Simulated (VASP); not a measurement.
A run of VASP 6.6.1 is set up as follows.

The input INCAR:

```
SYSTEM = PrWCl2
  ALGO = Normal
  EDIFF = 1E-6
  ENCUT = 520
  GGA = PE
  ISIF = 2
  ISMEAR = 0
  ISPIN = 2
  LASPH = .TRUE.
  LCHARG = .TRUE.
  LELF = .TRUE.
  LMAXMIX = 6
  LORBIT = 11
  LREAL = .FALSE.
  LVHAR = .TRUE.
  LWAVE = .FALSE.
  MAGMOM = 0.23 4.4 0 0
  NBANDS = 32
  NELM = 150
  PREC = Accurate
  SIGMA = 0.1
```

Contents of KPOINTS:

```
k-points
0
G
  6 6 4
  0 0 0
```

POSCAR

```
PrWCl2
1.0
    5.1686950956      0.0000000000      0.0000000000
   -2.5843475478      4.4762212572      0.0000000000
    0.0000000000      0.0000000000      6.3742060795
Pr W Cl
1 1 2
Direct
    0.0000000000      0.0000000000      0.5000000000
    0.0000000000      0.0000000000      0.0000000000
    0.3333333333      0.6666666667      0.5000000000
    0.6666666667      0.3333333333      0.5000000000
```

Potentials or basis: VASP PAW PBE potentials, release 64 (Pr, W_sv, Cl).

The run is started by

```bash
$ cat potpaw_PBE.64/Pr/POTCAR potpaw_PBE.64/W_sv/POTCAR potpaw_PBE.64/Cl/POTCAR > POTCAR
$ mpirun -np 1 vasp_std > vasp.out
```

Q: What does it give for the site moments?

A: Pr -1.97; W +3.43; Cl +0.04 μB.

Q: Predict the net moment.

A: 2.93 μB per cell.

Stress tensor (GPa, compression positive):
```
-0.24  0.00  0.00
 0.00 -0.24  0.00
 0.00  0.00 -1.24
```

Caveat: the magnetic or orbital state may not be the lowest.
